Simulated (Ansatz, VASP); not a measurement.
Given: the input of a run of VASP 6.6.1 on C.

File INCAR:

```
SYSTEM = C
PREC = Accurate ; ENCUT = 520
EDIFF = 1E-6 ; ISMEAR = -1
SIGMA = 0.05 ; LREAL = .False.
LASPH = .True. ; NELM = 60
ALGO = Normal ; ISIF = 2
LWAVE = .False. ; LCHARG = .False.
GGA = B5 ; ALDAX = 1.0
AGGAX = 1.0 ; AGGAC = 1.0
ALDAC = 0.0 ; IVDW = 12
VDW_S6 = 1.0 ; VDW_S8 = 2.6996
VDW_A1 = 0.4298 ; VDW_A2 = 4.2359
NBANDS = 11
```

Contents of KPOINTS:

```
Automatic mesh
0
Gamma
  13 13 13
  0 0 0
```

Contents of POSCAR:

```
C
1.0
    0.0000000000      1.8068380860      1.8068380860
    1.8068380860      0.0000000000      1.8068380860
    1.8068380860      1.8068380860      0.0000000000
C
2
Direct
    0.7500000000      0.7500000000      0.7500000000
    0.5000000000      0.5000000000      0.5000000000
```

Potentials or basis: VASP PAW PBE potentials, release 64 (C).

Command:

```sh
$ cat potpaw_PBE.64/C/POTCAR > POTCAR
$ mpirun -np 1 vasp_std > vasp.out
```

**Question.** Set up the same calculation for Ansatz 0.2.0. Potentials there: Ansatz PAW.

**Answer.** As run (the cutoff follows the program's own potentials):

File input.yaml:

```yaml
crystal:
  lattice:
    - [0.0, 1.806838086, 1.806838086]
    - [1.806838086, 0.0, 1.806838086]
    - [1.806838086, 1.806838086, 0.0]
  atoms:
    - { symbol: C, position: [0.75, 0.75, 0.75] }
    - { symbol: C, position: [0.5, 0.5, 0.5] }
hamiltonian:
  xc: blyp
  pseudopotentials: { kind: paw }
  dispersion: d3bj
kpoints:
  mp_grid: { grid: [13, 13, 13] }
scf:
  occupations: { method: fermi_dirac, width: 0.05 }
output:
  forces: true
  stress: true
  eigenvalues: true
```

Potentials or basis: Ansatz PAW.

The run is started by

```console
$ ansatz run input.yaml --threads 2 --pin off --max-ram 5120MiB --backend cpu --events-out ev --progress --plain --runs-dir out
```

Both were run:

|  | VASP | Ansatz | Ansatz less VASP |
| --- | --- | --- | --- |
| gap on the k mesh at the Fermi level (eV) | 4.37 | 4.37 | +0.001 |
| least direct gap on the mesh (eV) | 5.63 | 5.62 | -0.006 |
| pressure (GPa) | -14.2 | -14.8 | -0.62 |

VASP's potentials were made for PBE, not for BLYP.

Noted on Ansatz's run: Pulay correction over one GPa; odd divisions of the mesh miss points on the zone boundary, where band edges often lie, so the gap on the mesh can be too wide.
